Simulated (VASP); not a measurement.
## Ag: single point with PBE

Crystal: Ag.

```
Ag
1.0
    -1.64119    1.64119    1.64119
     1.64119   -1.64119    1.64119
     1.64119    1.64119   -1.64119
Ag
1
Direct
  0.00000 0.00000 0.00000
```

| Quantity | Value |
| --- | --- |
| Program | VASP 6.6.1 |
| Task | single point |
| Functional | PBE |
| Potentials or basis | VASP PAW PBE potentials, release 64 (Ag) |
| Cutoff | 520 eV |
| k mesh | 8 × 8 × 8 |
| Occupations | gaussian, width 0.05 eV |
| Spin | no spin polarisation |

```yaml
Pressure: 1.3 GPa
```

Levels at points of the mesh, in eV from the Fermi level:
```csv
k point,band 4,band 5,band 6,band 7,band 8,band 9
"(0.00, 0.00, 0.00)",-4.97,-3.71,-3.71,17.68,17.68,17.68
"(0.50, 0.00, 0.00)",-3.60,-2.76,-0.15,3.78,13.05,14.01
"(0.50, 0.50, 0.50)",-2.99,-2.99,6.64,6.64,6.64,12.17
```

Wall time 2.5 s on 1 thread of Intel(R) Xeon(R) 6975P-C (Granite Rapids) (shared host), peak memory 0.13 GiB.
